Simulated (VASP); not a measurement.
# BN (R3m) in VASP: further runs

The runs below take BN through single point, with LDA, PBEsol, r2SCAN.

All numbers are computed with VASP 6.6.1; they aren't measurements. Logs are shortened: lines on timing, memory, paths and dates and some standing lists are left out, and cuts for length are marked.

## (1) The cell of the first run

It takes space group R3m (No. 160, trigonal). Conventional cell: a = 2.502 Å, b = 2.502 Å, c = 10.119 Å, α = 90.00°, β = 90.00°, γ = 120.00°. B (site symmetry 3m) has 3 N at 1.44 Å within 1.9 Å. Within 1.9 Å of N (site symmetry 3m) lie 3 B at 1.44 Å.

## (2) Single point, LDA

Contents of INCAR:

```
SYSTEM = BN
PREC = Accurate ; ENCUT = 520
EDIFF = 1E-6 ; ISMEAR = 0
SIGMA = 0.01 ; LREAL = .False.
LASPH = .True. ; NELM = 80
ALGO = Normal ; ISIF = 2
LWAVE = .False. ; LCHARG = .False.
GGA = CA ; NBANDS = 11
```

Contents of KPOINTS:

```
regular mesh
0
Gamma
  10 10 10
  0 0 0
```

Contents of POSCAR:

```
BN
1.0
    1.2511200000      0.7223400000      3.3729300000
   -1.2511200000      0.7223400000      3.3729300000
    0.0000000000     -1.4446700000      3.3729300000
B N
1 1
Direct
    0.9996700000      0.9996700000      0.9996700000
    0.3327600000      0.3327600000      0.3327600000
```

Potentials or basis: VASP PAW LDA potentials, release 64 (B, N).

Command:

```console
> cat potpaw_LDA.64/B/POTCAR potpaw_LDA.64/N/POTCAR > POTCAR
> mpirun -np 1 vasp_std > vasp.out
```

OUTCAR:

```text
SYSTEM = BN
   PREC = Accurate
   ENCUT = 520
   EDIFF = 1E-6
   ISMEAR = 0
   LREAL = .False.
   LASPH = .True.
   NELM = 80
   ISIF = 2
   GGA = CA

 ion  position               nearest neighbor table
   1  1.000  1.000  1.000-   2 1.44   2 1.44   2 1.44
   2  0.333  0.333  0.333-   1 1.44   1 1.44   1 1.44

  LATTYP: Found a trigonal (rhomboedric) cell.
 ALAT       =     3.6692959972
 COS(alpha) =     0.7674777610

  Lattice vectors:

 A1 = (   1.2511200000,   0.7223400000,   3.3729300000)
 A2 = (  -1.2511200000,   0.7223400000,   3.3729300000)
 A3 = (   0.0000000000,  -1.4446700000,   3.3729300000)

Analysis of symmetry for initial positions (statically):
=====================================================================
 Subroutine PRICEL returns:
 Original cell was already a primitive cell.

 Routine SETGRP: Setting up the symmetry group for a
 trigonal (rhombohedral) supercell.

 Subroutine GETGRP returns: Found  6 space group operations
 (whereof  6 operations were pure point group operations)
 out of a pool of 12 trial point group operations.

The static configuration has the point symmetry C_3v.

Analysis of symmetry for dynamics (positions and initial velocities):
=====================================================================
 Subroutine PRICEL returns:
 Original cell was already a primitive cell.

 Routine SETGRP: Setting up the symmetry group for a
 trigonal (rhombohedral) supercell.

 Subroutine GETGRP returns: Found  6 space group operations
 (whereof  6 operations were pure point group operations)
 out of a pool of 12 trial point group operations.

The dynamic configuration has the point symmetry C_3v.

 Subroutine INISYM returns: Found  6 space group operations
 (whereof  6 operations are pure point group operations),
 and found     1 'primitive' translations

----------------------------------------------------------------------------------------

                                     Primitive cell

  volume of cell :      18.2893

  direct lattice vectors                    reciprocal lattice vectors
     1.251120000  0.722340000  3.372930000     0.399641921  0.230732669  0.098825817
    -1.251120000  0.722340000  3.372930000    -0.399641921  0.230732669  0.098825817
     0.000000000 -1.444670000  3.372930000     0.000000000 -0.461465337  0.098826501

  length of vectors
     3.669295997  3.669295997  3.669295327     0.471929837  0.471929837  0.471928951

  position of ions in fractional coordinates (direct lattice)
     0.999670000  0.999670000  0.999670000
     0.332760000  0.332760000  0.332760000

  ion indices of the primitive-cell ions
   primitive index   ion index
                 1           1
                 2           2

----------------------------------------------------------------------------------------

 KPOINTS: regular mesh

Automatic generation of k-mesh.
 Grid dimensions read from file:
 generate k-points for:   10   10   10

 Generating k-lattice:

  Cartesian coordinates                     Fractional coordinates (reciprocal lattice)
     0.039964192  0.023073267  0.009882582     0.100000000 -0.000000000  0.000000000
    -0.039964192  0.023073267  0.009882582    -0.000000000  0.100000000  0.000000000
     0.000000000 -0.046146534  0.009882650     0.000000000  0.000000000  0.100000000

  Length of vectors
     0.047192984  0.047192984  0.047192895

  Shift w.r.t. Gamma in fractional coordinates (k-lattice)
     0.000000000  0.000000000  0.000000000

 Subroutine IBZKPT returns following result:
 ===========================================

 Found    116 irreducible k-points:

 Following reciprocal coordinates:
            Coordinates               Weight
  0.000000  0.000000  0.000000      1.000000
  0.100000  0.000000  0.000000      6.000000
  0.200000  0.000000  0.000000      6.000000
  0.300000 -0.000000  0.000000      6.000000
  0.400000 -0.000000  0.000000      6.000000
  0.500000 -0.000000  0.000000      3.000000
[... 16 lines left out ...]
  0.300000  0.300000  0.000000      6.000000
  0.400000  0.300000  0.000000     12.000000
 [... further k-points ...]
   k-points           NKPTS =    116   k-points in BZ     NKDIM =    116   number of bands    NBANDS=     11
   number of dos      NEDOS =    301   number of ions     NIONS =      2
   total plane-waves  NPLWV =  21952
   dimension x,y,z NGX =    28 NGY =   28 NGZ =   28
   dimension x,y,z NGXF=    56 NGYF=   56 NGZF=   56
   ions per type =               1   1
   NGX,Y,Z   is equivalent  to a cutoff of  12.69, 12.69, 12.69 a.u.
   NGXF,Y,Z  is equivalent  to a cutoff of  25.37, 25.37, 25.37 a.u.
 SYSTEM =  BN
   PREC   = accura    normal or accurate (medium, high low for compatibility)
   ISTART =      0    job   : 0-new  1-cont  2-samecut
   ICHARG =      2    charge: 1-file 2-atom 10-const
   ISPIN  =      1    spin polarized calculation?
   LNONCOLLINEAR =      F non collinear calculations
   LSORBIT =      F    spin-orbit coupling
   LASPH  =      T    aspherical Exc in radial PAW
   ENCUT  =  520.0 eV  38.22 Ry    6.18 a.u.   6.82  6.82  6.82*2*pi/ulx,y,z
   NELM   =     80;   NELMIN=  2; NELMDL= -5     # of ELM steps
   EDIFF  = 0.1E-05   stopping-criterion for ELM
   LREAL  =      F    real-space projection
   EDIFFG = 0.1E-04   stopping-criterion for IOM
   NSW    =      0    number of steps for IOM
   IBRION =     -1    ionic relax: 0-MD 1-quasi-New 2-CG
   NFREE  =      0    steps in history (QN), initial steepest desc. (CG)
   ISIF   =      2    stress and relaxation
   ISYM   =      2    0-nonsym 1-usesym 2-fastsym
   POTIM  = 0.5000    time-step for ionic-motion
   TEBEG  =    0.0;   TEEND  =   0.0 temperature during run
   PSTRESS=    0.0 pullay stress
   NELECT =       8.0000    total number of electrons
   NUPDOWN=      -1.0000    fix difference up-down
   EMIN   =  10.00;   EMAX   =-10.00  energy-range for DOS
   EFERMI =   0.00;   METHOD = LEGACY
   ISMEAR =     0;   SIGMA  =   0.01  broadening in eV -4-tet -1-fermi 0-gaus
   EFERMI_NEDOS =   21; number of points for ismear=-14 and -15
   IALGO  =     38    algorithm
   IMIX   =      4    mixing-type and parameters
     AMIX     =   0.40;   BMIX     =  1.00
     AMIX_MAG =   1.60;   BMIX_MAG =  1.00
  volume/ion in A,a.u.               =       9.14        61.71
  Fermi-wavevector in a.u.,A,eV,Ry     =   1.242718  2.348396 21.012115  1.544347
  Thomas-Fermi vector in A             =   2.377060
   LORBIT       =      0    0 simple, 1 ext, 2 COOP (PROOUT), +10 PAW based schemes
   GGA     = CA    functional components
   LHFCALC =     F    Hartree Fock is set to
   AEXX    =    0.0000 exact exchange contribution
   IVDW    =     0    specifies the selected vdW correction
   LEPSILON=     F    determine dielectric tensor
   LRPA    =     F    only Hartree local field effects (RPA)
 non-spin polarized calculation
 Gauss-broadening in eV      SIGMA  =   0.01
  energy-cutoff  :      520.00
  volume of cell :       18.29
 maximum number of plane-waves:       517
   NGX = 13   NGY = 13   NGZ = 13

 number of electron       8.0000000 magnetization

 Free energy of the ion-electron system (eV)
  ---------------------------------------------------
  ext. energy  EPLUGINS =         0.00000000
  ---------------------------------------------------
  free energy    TOTEN  =       -19.28635700 eV

  energy without entropy =      -19.28635700  energy(sigma->0) =      -19.28635700

 E-fermi :   2.1933     XC(G=0): -10.4316

 val. band max:        2.0408060999   @ k =  -0.3000   0.3000   0.0000
 cond. band min:       6.0930623513   @ k =   0.5000   0.5000   0.0000
 fundamental gap:      4.0522562514
 Fermi energy:         2.1932668555

 k-point     1 :       0.0000    0.0000    0.0000
  band No.  band energies     occupation
      1     -15.5633      2.00000
      2      -2.2030      2.00000
      3       0.7049      2.00000
      4       0.7049      2.00000
      5       6.8454      0.00000
      6      13.5662      0.00000
      7      13.5663      0.00000
      8      14.9756      0.00000
      9      16.8086      0.00000
     10      27.6477      0.00000
     11      29.4374      0.00000

 k-point     2 :       0.1000    0.0000    0.0000
  band No.  band energies     occupation
      1     -15.3647      2.00000
      2      -1.9893      2.00000
      3      -0.0807      2.00000
      4       0.3425      2.00000
      5       7.2404      0.00000
      6      13.4695      0.00000
      7      14.3180      0.00000
      8      14.4071      0.00000
      9      17.4027      0.00000
     10      27.0519      0.00000
     11      28.1870      0.00000

 k-point     3 :       0.2000    0.0000    0.0000
  band No.  band energies     occupation
      1     -14.7854      2.00000
      2      -1.9560      2.00000
      3      -1.3493      2.00000
      4      -0.4728      2.00000
      5       8.2535      0.00000
      6      12.6009      0.00000
      7      13.3474      0.00000
      8      16.6094      0.00000
      9      18.6838      0.00000
     10      23.8777      0.00000
     11      26.6250      0.00000

 k-point     4 :       0.3000   -0.0000    0.0000
  band No.  band energies     occupation
      1     -13.8901      2.00000
      2      -4.1348      2.00000
      3      -1.3030      2.00000
      4      -0.3665      2.00000
      5       9.3621      0.00000
      6      10.7555      0.00000
      7      13.3165      0.00000
      8      19.3720      0.00000
      9      19.5458      0.00000
     10      22.0315      0.00000
     11      24.9483      0.00000
[... 239 lines left out ...]
 k-point    22 :      -0.2000    0.2000    0.0000
  band No.  band energies     occupation
      1     -13.4131      2.00000
      2      -4.4298      2.00000
      3      -2.6655      2.00000
      4       0.4126      2.00000
      5       9.3313      0.00000
      6      10.3683      0.00000
      7      15.1430      0.00000
      8      17.2096      0.00000
      9      18.2706      0.00000
     10      22.9923      0.00000
     11      25.3690      0.00000

 k-point    23 :       0.3000    0.3000    0.0000
  band No.  band energies     occupation
      1     -13.8356      2.00000
      2      -4.0640      2.00000
      3      -1.3434      2.00000
      4      -0.8500      2.00000
      5       9.1865      0.00000
      6      11.3335      0.00000
      7      13.4196      0.00000
      8      19.4780      0.00000
      9      20.0781      0.00000
     10      21.5174      0.00000
     11      27.6716      0.00000

 k-point    24 :       0.4000    0.3000    0.0000
  band No.  band energies     occupation
      1     -13.1927      2.00000
      2      -5.0355      2.00000
      3      -2.2023      2.00000
      4      -0.1785      2.00000
      5       8.2231      0.00000
      6      12.2185      0.00000
      7      14.1659      0.00000
      8      19.1208      0.00000
      9      19.9261      0.00000
     10      22.4934      0.00000
     11      26.3991      0.00000

 [... further k-points ...]
[... 5 lines left out ...]
  --------------------------------------------------------------------------------------
  -------------------------------------------------------------------------------------
  Total       -0.5900785     -0.5900821     -0.1275924      0.0000000     -0.0000001      0.0000000
  in kB      -51.6919783    -51.6922929    -11.1773311      0.0000000     -0.0000110      0.0000000
  external PRESSURE =     -38.1872008 kB  Pullay stress =       0.0000000 kB

 VOLUME and BASIS-vectors are now :
 -----------------------------------------------------------------------------
  energy-cutoff  :      520.00
  volume of cell :       18.29
      direct lattice vectors                 reciprocal lattice vectors
     1.251120000  0.722340000  3.372930000     0.399641921  0.230732669  0.098825817
    -1.251120000  0.722340000  3.372930000    -0.399641921  0.230732669  0.098825817
     0.000000000 -1.444670000  3.372930000     0.000000000 -0.461465337  0.098826501

 POSITION                                       TOTAL-FORCE (eV/Angst)
 -----------------------------------------------------------------------------------
      0.00000      0.00001     10.11545         0.000000     -0.000000     -0.002331
      0.00000      0.00000      3.36713         0.000000      0.000000      0.002331
 -----------------------------------------------------------------------------------
    total drift:                                0.000000     -0.000166      0.000056

  FREE ENERGIE OF THE ION-ELECTRON SYSTEM (eV)
  ---------------------------------------------------
  free  energy   TOTEN  =       -19.2863569975 eV

  energy  without entropy=      -19.2863569975  energy(sigma->0) =      -19.28635700
```

Wall time 13 s (1 thread of Intel Xeon 6975P-C (Granite Rapids), shared host); peak memory 0.15 GiB.

What came out:

```yaml
Free_energy: -19.2864 eV
Pressure: -3.8 GPa
Band_gap_on_the_k_mesh: 4.05 eV, indirect (least direct gap 4.75 eV)
```

Forces on the atoms (eV/Å):
```
B    0.000  0.000 -0.002
N    0.000  0.000  0.002
```

Stress tensor (GPa, compression positive):
```
-5.17  0.00  0.00
 0.00 -5.17  0.00
 0.00  0.00 -1.12
```

(Part 1 of 2 ends here.)
